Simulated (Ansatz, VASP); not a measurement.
## ZnS: VASP beside Ansatz

```xyz
2
Lattice="0.0000 2.7035 2.7035 2.7035 0.0000 2.7035 2.7035 2.7035 0.0000" Properties=species:S:1:pos:R:3 pbc="T T T"
Zn    0.0000    0.0000    0.0000
S     4.0553    4.0553    4.0553
```

Alike in both runs: task single point; functional PBE; k mesh 12 × 12 × 12; occupations gaussian, width 0.05 eV; no spin polarisation.

|  | VASP | Ansatz |
| --- | --- | --- |
| version | VASP 6.6.1 | Ansatz 0.2.0 |
| potentials or method | VASP PAW PBE potentials, release 64 (Zn, S), cutoff 520 eV | scalar-relativistic, plane waves, PAW |
| valence electrons in the cell | 18 | 18 |

VASP gave:

- gap on the k mesh at the Fermi level (eV): 2.11
- least direct gap on the mesh (eV): 2.11
- pressure (GPa): 1.6

Question: Estimate Ansatz's values.

Answer: gap on the k mesh at the Fermi level (eV): 2.10; least direct gap on the mesh (eV): 2.10; pressure (GPa): 1.5.

The functional is the same, so the differences come from potentials, cutoffs and numerics.
